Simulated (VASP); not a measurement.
# Ni (I4/mmm) in VASP: further runs, part 2 of 3

VASP 6.6.1. The steps go on from the part before.

## 3. Single point, PBE, collinear spin, ferromagnetic start (stretched by +10 % along [0.0, 0.0, 1.0] at fixed volume)

Contents of INCAR:

```
PREC = Accurate
ENCUT = 600
EDIFF = 1E-6
ISMEAR = -1
SIGMA = 0.05
LREAL = False
LASPH = True
NELM = 200
ALGO = Normal
ISIF = 2
LWAVE = False
LCHARG = False
ISPIN = 2
MAGMOM = 0.7
LORBIT = 11
LMAXMIX = 4
GGA = PE
NBANDS = 15
GGA_COMPAT = False
```

Contents of KPOINTS:

```
regular mesh
0
Gamma
  15 15 15
```

Contents of POSCAR:

```
Ni
1.0
    0.0000000000      1.6799391071      1.9381285000
    1.6799391071      0.0000000000      1.9381285000
    1.6799391071      1.6799391071      0.0000000000
Ni
1
Direct
    0.0000000000      0.0000000000      0.0000000000
```

Potentials or basis: VASP PAW PBE potentials, release 64 (Ni).

Command:

```sh
cat potpaw_PBE.64/Ni/POTCAR > POTCAR
mpirun -np 1 vasp_std > vasp.out
```

OUTCAR:

```text
PREC = Accurate
   ENCUT = 600
   EDIFF = 1E-6
   ISMEAR = -1
   LREAL = False
   LASPH = True
   NELM = 200
   ISIF = 2
   ISPIN = 2
   LORBIT = 11
   GGA = PE

 ion  position               nearest neighbor table
   1  0.000  0.000  0.000-

  LATTYP: Found a body centered tetragonal cell.
 ALAT       =     2.3757926692
 C/A-ratio  =     1.6315636672

  Lattice vectors:

 A1 = (  -1.6799391071,   0.0000000000,   1.9381285000)
 A2 = (   1.6799391071,   0.0000000000,   1.9381285000)
 A3 = (   0.0000000000,   1.6799391071,  -1.9381285000)

Analysis of symmetry for initial positions (statically):
=====================================================================
 Subroutine PRICEL returns:
 Original cell was already a primitive cell.

 Routine SETGRP: Setting up the symmetry group for a
 body centered tetragonal supercell.

 Subroutine GETGRP returns: Found 16 space group operations
 (whereof 16 operations were pure point group operations)
 out of a pool of 16 trial point group operations.

The static configuration has the point symmetry D_4h.

Analysis of symmetry for dynamics (positions and initial velocities):
=====================================================================
 Subroutine PRICEL returns:
 Original cell was already a primitive cell.

 Routine SETGRP: Setting up the symmetry group for a
 body centered tetragonal supercell.

 Subroutine GETGRP returns: Found 16 space group operations
 (whereof 16 operations were pure point group operations)
 out of a pool of 16 trial point group operations.

The dynamic configuration has the point symmetry D_4h.

Analysis of structural, dynamic, and magnetic symmetry:
=====================================================================
 Subroutine PRICEL returns:
 Original cell was already a primitive cell.

 Routine SETGRP: Setting up the symmetry group for a
 body centered tetragonal supercell.

 Subroutine GETGRP returns: Found 16 space group operations
 (whereof 16 operations were pure point group operations)
 out of a pool of 16 trial point group operations.

The overall configuration has the point symmetry D_4h.

 Subroutine INISYM returns: Found 16 space group operations
 (whereof 16 operations are pure point group operations),
 and found     1 'primitive' translations

----------------------------------------------------------------------------------------

                                     Primitive cell

  volume of cell :      10.9396

  direct lattice vectors                    reciprocal lattice vectors
     0.000000000  1.679939107  1.938128500    -0.297629835  0.297629835  0.257980830
     1.679939107  0.000000000  1.938128500     0.297629835 -0.297629835  0.257980830
     1.679939107  1.679939107  0.000000000     0.297629835  0.297629835 -0.257980830

  length of vectors
     2.564865978  2.564865978  2.375792669     0.493681220  0.493681220  0.493681220

  position of ions in fractional coordinates (direct lattice)
     0.000000000  0.000000000  0.000000000

  ion indices of the primitive-cell ions
   primitive index   ion index
                 1           1

----------------------------------------------------------------------------------------

 KPOINTS: regular mesh

Automatic generation of k-mesh.
 Grid dimensions read from file:
 generate k-points for:   15   15   15

 Generating k-lattice:

[... 63 lines left out ...]
   EDIFFG = 0.1E-04   stopping-criterion for IOM
   NSW    =      0    number of steps for IOM
   IBRION =     -1    ionic relax: 0-MD 1-quasi-New 2-CG
   NFREE  =      0    steps in history (QN), initial steepest desc. (CG)
   ISIF   =      2    stress and relaxation
   ISYM   =      2    0-nonsym 1-usesym 2-fastsym
   POTIM  = 0.5000    time-step for ionic-motion
   TEBEG  =    0.0;   TEEND  =   0.0 temperature during run
   PSTRESS=    0.0 pullay stress
   NELECT =      10.0000    total number of electrons
   NUPDOWN=      -1.0000    fix difference up-down
   EMIN   =  10.00;   EMAX   =-10.00  energy-range for DOS
   EFERMI =   0.00;   METHOD = LEGACY
   ISMEAR =    -1;   SIGMA  =   0.05  broadening in eV -4-tet -1-fermi 0-gaus
   EFERMI_NEDOS =   21; number of points for ismear=-14 and -15
   IALGO  =     38    algorithm
   IMIX   =      4    mixing-type and parameters
     AMIX     =   0.40;   BMIX     =  1.00
     AMIX_MAG =   1.60;   BMIX_MAG =  1.00
  volume/ion in A,a.u.               =      10.94        73.82
  Fermi-wavevector in a.u.,A,eV,Ry     =   1.588821  3.002436 34.345893  2.524352
  Thomas-Fermi vector in A             =   2.687765
   LORBIT       =     11    0 simple, 1 ext, 2 COOP (PROOUT), +10 PAW based schemes
   GGA     = PE    functional components
   LHFCALC =     F    Hartree Fock is set to
   AEXX    =    0.0000 exact exchange contribution
   IVDW    =     0    specifies the selected vdW correction
   LEPSILON=     F    determine dielectric tensor
   LRPA    =     F    only Hartree local field effects (RPA)
 spin polarized calculation
  energy-cutoff  :      600.00
  volume of cell :       10.94
 maximum number of plane-waves:       376
   NGX = 11   NGY = 11   NGZ =  9

 number of electron      10.0000009 magnetization       0.6132721

 Free energy of the ion-electron system (eV)
  ---------------------------------------------------
  ext. energy  EPLUGINS =         0.00000000
  ---------------------------------------------------
  free energy    TOTEN  =        -5.41215788 eV

  energy without entropy =       -5.39673454  energy(sigma->0) =       -5.40444621

 E-fermi :   9.2750     XC(G=0): -13.2187

 val. band max:        9.2734249162   @ k =  -0.2000   0.0000   0.1333
 cond. band min:       9.2843166685   @ k =  -0.3333   0.0667   0.2000
 fundamental gap:      0.0108917523
 Fermi energy:         9.2749533859

 spin component 1

 k-point     1 :       0.0000    0.0000    0.0000
  band No.  band energies     occupation
      1       0.3325      1.00000
      2       6.3252      1.00000
      3       7.2651      1.00000
      4       7.2651      1.00000
      5       7.5100      1.00000
      6       8.4868      1.00000
      7      33.3767      0.00000
      8      35.7318      0.00000
      9      37.4137      0.00000
     10      37.4137      0.00000
     11      39.7533      0.00000
     12      39.7533      0.00000
     13      40.5608      0.00000
     14      41.1639      0.00000
[... 403 lines left out ...]
      4       7.6043      1.00000
      5       7.6491      1.00000
      6       8.5511      1.00000
      7      29.5698      0.00000
      8      30.5809      0.00000
      9      32.7031      0.00000
     10      33.9108      0.00000
     11      37.7954      0.00000
     12      42.5658      0.00000
     13      45.2979      0.00000
     14      45.4924      0.00000
     15      49.6778      0.00000

 [... further k-points ...]

 spin component 2

 k-point     1 :       0.0000    0.0000    0.0000
  band No.  band energies     occupation
      1       0.3015      1.00000
      2       7.0441      1.00000
      3       7.9988      1.00000
      4       7.9988      1.00000
      5       8.0799      1.00000
      6       9.0824      0.97919
      7      33.2245      0.00000
      8      35.6100      0.00000
      9      37.4416      0.00000
     10      37.4416      0.00000
     11      39.8166      0.00000
     12      39.8166      0.00000
     13      40.7220      0.00000
     14      41.0828      0.00000
[... 403 lines left out ...]
      4       8.3504      1.00000
      5       8.3778      1.00000
      6       9.1522      0.92086
      7      29.5824      0.00000
      8      30.6317      0.00000
      9      32.7681      0.00000
     10      33.9222      0.00000
     11      37.9003      0.00000
     12      42.6158      0.00000
     13      45.2699      0.00000
     14      45.4601      0.00000
     15      49.6148      0.00000

 [... further k-points ...]
[... 5 lines left out ...]
  --------------------------------------------------------------------------------------
  -------------------------------------------------------------------------------------
  Total        0.5493709      0.5493709     -0.9498482      0.0000000      0.0000000      0.0000000
  in kB       80.4593647     80.4593647   -139.1121813      0.0000000      0.0000000      0.0000000
  external PRESSURE =       7.2688494 kB  Pullay stress =       0.0000000 kB

 VOLUME and BASIS-vectors are now :
 -----------------------------------------------------------------------------
  energy-cutoff  :      600.00
  volume of cell :       10.94
      direct lattice vectors                 reciprocal lattice vectors
     0.000000000  1.679939107  1.938128500    -0.297629835  0.297629835  0.257980830
     1.679939107  0.000000000  1.938128500     0.297629835 -0.297629835  0.257980830
     1.679939107  1.679939107  0.000000000     0.297629835  0.297629835 -0.257980830

 POSITION                                       TOTAL-FORCE (eV/Angst)
 -----------------------------------------------------------------------------------
      0.00000      0.00000      0.00000         0.000000      0.000000      0.000000
 -----------------------------------------------------------------------------------
    total drift:                                0.000000      0.000000      0.000000

  FREE ENERGIE OF THE ION-ELECTRON SYSTEM (eV)
  ---------------------------------------------------
  free  energy   TOTEN  =        -5.4121578798 eV

  energy  without entropy=       -5.3967345385  energy(sigma->0) =       -5.40444621

 total charge

# of ion       s       p       d       tot
------------------------------------------
    1        0.496   0.491   8.321   9.308

 magnetization (x)

# of ion       s       p       d       tot
------------------------------------------
    1       -0.006  -0.023   0.654   0.625
```

OSZICAR:

```text
N       E                     dE             d eps       ncg     rms          rms(c)
DAV:   1     0.360404491511E+02    0.36040E+02   -0.46412E+03 18273   0.958E+02
DAV:   2    -0.475914731084E+01   -0.40800E+02   -0.37914E+02 19541   0.175E+02
DAV:   3    -0.640118028470E+01   -0.16420E+01   -0.16205E+01 21228   0.334E+01
DAV:   4    -0.641144415067E+01   -0.10264E-01   -0.10261E-01 20908   0.255E+00
DAV:   5    -0.641157221731E+01   -0.12807E-03   -0.12807E-03 21782   0.254E-01    0.974E+00
DAV:   6    -0.574185814490E+01    0.66971E+00   -0.12837E+01 25076   0.397E+01    0.580E+00
DAV:   7    -0.542923036776E+01    0.31263E+00   -0.22378E+00 23792   0.150E+01    0.193E+00
DAV:   8    -0.541480166219E+01    0.14429E-01   -0.25139E-02 22395   0.109E+00    0.923E-01
DAV:   9    -0.541257793733E+01    0.22237E-02   -0.17543E-03 28652   0.261E-01    0.245E-01
DAV:  10    -0.541216537846E+01    0.41256E-03   -0.44491E-04 29255   0.116E-01    0.381E-02
DAV:  11    -0.541215633584E+01    0.90426E-05   -0.48351E-05 25334   0.547E-02    0.237E-02
DAV:  12    -0.541215755352E+01   -0.12177E-05   -0.26242E-06 17075   0.125E-02    0.101E-02
DAV:  13    -0.541215787981E+01   -0.32629E-06   -0.40268E-07 13009   0.552E-03
   1 F= -.54121579E+01 E0= -.54044462E+01  d E =-.154233E-01  mag=     0.6136
```

stdout:

```text
POSCAR found type information on POSCAR Ni
 POSCAR found :  1 types and       1 ions
 scaLAPACK will be used
 LDA part: xc-table for (Slater+PW92), standard interpolation
 POSCAR, INCAR and KPOINTS ok, starting setup
 FFT: planning ... GRIDC
 FFT: planning ... GRID_SOFT
 FFT: planning ... GRID
 WAVECAR not read
 entering main loop
```

Run time: 82 s. Hardware: 1 thread of Intel Xeon 6975P-C, shared host; peak memory 0.2 GiB.

What came out:

```
Free energy                                           : -5.4122 eV
Pressure                                              : 0.7 GPa
Net moment                                            : 0.61 μB per cell
Site moments                                          : Ni +0.62 μB
Valence electrons inside the program's atomic spheres : Ni 9.31
```

Levels at points of the mesh, in eV from the Fermi level:
Spin up:
| k point | band 2 | band 3 | band 4 | band 5 | band 6 | band 7 | band 8 | band 9 |
| --- | --- | --- | --- | --- | --- | --- | --- | --- |
| (0.00, 0.00, 0.00) | -2.95 | -2.01 | -2.01 | -1.76 | -0.79 | 24.10 | 26.46 | 28.14 |
Spin down:
| k point | band 3 | band 4 | band 5 | band 6 | band 7 | band 8 |
| --- | --- | --- | --- | --- | --- | --- |
| (0.00, 0.00, 0.00) | -1.28 | -1.28 | -1.20 | -0.19 | 23.95 | 26.34 |

## 4. Single point, PBE, collinear spin, ferromagnetic start (stretched by +10 % along [0.0, 0.0, 1.0] at fixed volume)

Contents of INCAR:

```
SYSTEM = Ni
ALGO     = Normal         ! electronic algorithm
EDIFF    = 1E-6           ! SCF threshold, eV
ENCUT    = 600            ! plane-wave cutoff, eV
GGA      = PE             ! functional
GGA_COMPAT= .FALSE.      
ISIF     = 2              ! what is computed and relaxed
ISMEAR   = -1             ! smearing method
ISPIN    = 2              ! spin polarisation
LASPH    = .TRUE.         ! aspherical terms in the spheres
LCHARG   = .TRUE.         ! write CHGCAR
LELF     = .TRUE.         ! ELF
LMAXMIX  = 4              ! l up to which the mixer works
LORBIT   = 11             ! projections on sites
LREAL    = .FALSE.        ! projectors in reciprocal space
LVHAR    = .TRUE.       
LWAVE    = .FALSE.        ! write WAVECAR
MAGMOM   = 0.7            ! initial moments
NBANDS   = 15             ! bands
NELM     = 200            ! most SCF steps
PREC     = Accurate       ! precision mode
SIGMA    = 0.05           ! smearing width, eV
```

Contents of KPOINTS:

```
k-points
0
G
  15 15 15
  0 0 0
```

POSCAR is that of step 3.

Potentials or basis: VASP PAW PBE potentials, release 64 (Ni).

Command:

```sh
cat potpaw_PBE.64/Ni/POTCAR > POTCAR
mpirun -np 1 vasp_std > vasp.out
```

OUTCAR:

```text
SYSTEM = Ni
   EDIFF = 1E-6
   ENCUT = 600
   GGA = PE
   ISIF = 2
   ISMEAR = -1
   ISPIN = 2
   LASPH = .TRUE.
   LORBIT = 11
   LREAL = .FALSE.
   NELM = 200
   PREC = Accurate

 ion  position               nearest neighbor table
   1  0.000  0.000  0.000-

  LATTYP: Found a body centered tetragonal cell.
 ALAT       =     2.3757926692
 C/A-ratio  =     1.6315636672

  Lattice vectors:

[... 1063 lines left out ...]
     14      45.4601      0.00000
     15      49.6148      0.00000

 [... further k-points ...]
[... 5 lines left out ...]
  --------------------------------------------------------------------------------------
  -------------------------------------------------------------------------------------
  Total        0.5493709      0.5493709     -0.9498482      0.0000000      0.0000000      0.0000000
  in kB       80.4593647     80.4593647   -139.1121813      0.0000000      0.0000000      0.0000000
  external PRESSURE =       7.2688494 kB  Pullay stress =       0.0000000 kB

 VOLUME and BASIS-vectors are now :
 -----------------------------------------------------------------------------
  energy-cutoff  :      600.00
  volume of cell :       10.94
      direct lattice vectors                 reciprocal lattice vectors
     0.000000000  1.679939107  1.938128500    -0.297629835  0.297629835  0.257980830
     1.679939107  0.000000000  1.938128500     0.297629835 -0.297629835  0.257980830
     1.679939107  1.679939107  0.000000000     0.297629835  0.297629835 -0.257980830

 POSITION                                       TOTAL-FORCE (eV/Angst)
 -----------------------------------------------------------------------------------
      0.00000      0.00000      0.00000         0.000000      0.000000      0.000000
 -----------------------------------------------------------------------------------
    total drift:                                0.000000      0.000000      0.000000

  FREE ENERGIE OF THE ION-ELECTRON SYSTEM (eV)
  ---------------------------------------------------
  free  energy   TOTEN  =        -5.4121578798 eV

  energy  without entropy=       -5.3967345385  energy(sigma->0) =       -5.40444621

 total charge

# of ion       s       p       d       tot
------------------------------------------
    1        0.496   0.491   8.321   9.308

 magnetization (x)

# of ion       s       p       d       tot
------------------------------------------
    1       -0.006  -0.023   0.654   0.625
```

stdout:

```text
POSCAR found type information on POSCAR Ni
 POSCAR found :  1 types and       1 ions
 scaLAPACK will be used
 LDA part: xc-table for (Slater+PW92), standard interpolation
 POSCAR, INCAR and KPOINTS ok, starting setup
 FFT: planning ... GRIDC
 FFT: planning ... GRID_SOFT
 FFT: planning ... GRID
 WAVECAR not read
 entering main loop
```

It took 71 s on 1 thread of Intel Xeon 6975P-C, shared host; peak memory 0.2 GiB.

Results:

```
Free energy                                           : -5.4122 eV
Pressure                                              : 0.7 GPa
Net moment                                            : 0.61 μB per cell
Site moments                                          : Ni +0.62 μB
Valence electrons inside the program's atomic spheres : Ni 9.31
```

Stress tensor (GPa, compression positive):
```
  8.05   0.00   0.00
  0.00   8.05   0.00
  0.00   0.00 -13.91
```

Levels at points of the mesh, in eV from the Fermi level:
Spin up:
```csv
k point,band 1,band 2,band 3,band 4,band 5,band 6,band 7,band 8,band 9,band 10
"(0.00, 0.00, 0.00)",-8.94,-2.95,-2.01,-2.01,-1.76,-0.79,24.10,26.46,28.14,28.14
```
Spin down:
| k point | band 2 | band 3 | band 4 | band 5 | band 6 | band 7 | band 8 | band 9 |
| --- | --- | --- | --- | --- | --- | --- | --- | --- |
| (0.00, 0.00, 0.00) | -2.23 | -1.28 | -1.28 | -1.20 | -0.19 | 23.95 | 26.34 | 28.17 |

[end of part 2 of 3]
